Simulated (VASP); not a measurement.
Mg7Te:

```
Mg Te
1.0
     3.53202    2.03921    4.35895
    -3.53202    2.03921    4.35895
     0.00000   -4.07843    4.35895
Mg Te
7 1
Cartesian
  0.0000 -2.0392 2.1795
  1.7660 1.0196 2.1795
  -1.7660 1.0196 2.1795
  0.0000 2.0392 4.3590
  -1.7660 -1.0196 4.3590
  1.7660 -1.0196 4.3590
  0.0000 0.0000 0.0000
  0.0000 0.0000 6.5384
```

The cell was built from a structure type or drawn by symmetry, and may not be a known phase.

```yaml
Program: VASP 6.6.1
Task: relaxation of cell and atoms
Functional: PBE
Potentials_or_basis: VASP PAW PBE potentials, release 64 (Mg, Te)
Cutoff: 600 eV
k_mesh: 3 × 3 × 3
Occupations: gaussian, width 0.2 eV
Spin: no spin polarisation
```

At the start: pressure 2.7 GPa; volume 23.55 Å³/atom.

Task: Where does the relaxation end?

Result: Over 6 steps the energy falls by 177.2 meV/atom and the volume is 23.70 Å³/atom (+0.6 %); space group R-3m (No. 166, to 0.1 Å) before, Fm-3m (No. 225, to 0.1 Å).

The path:
```tsv
step	energy change (eV)	largest force (eV/Å)	pressure (GPa)	volume (Å³)
1	0.0000	0.0000	2.67	188.37
2	-0.6827	0.0000	-0.50	198.86
3	-0.9526	0.0000	-3.59	215.25
4	-1.3374	0.0000	-1.99	199.87
5	-1.3494	0.0000	-1.60	197.53
6	-1.4176	0.0000	-0.28	189.57
```

Final structure:
```
Mg Te
1.0
     3.22387    1.86130    5.26533
    -3.22387    1.86130    5.26533
     0.00000   -3.72260    5.26533
Mg Te
7 1
Direct
  0.00000 0.00000 0.50000
  0.50000 0.00000 0.00000
  0.00000 0.50000 0.00000
  0.50000 0.50000 0.00000
  0.00000 0.50000 0.50000
  0.50000 0.00000 0.50000
  0.00000 0.00000 0.00000
  0.50000 0.50000 0.50000
```

Caveat: the k points lie up to 0.40 Å⁻¹ apart in the final cell, too coarse for converged energies and pressures of a metal.
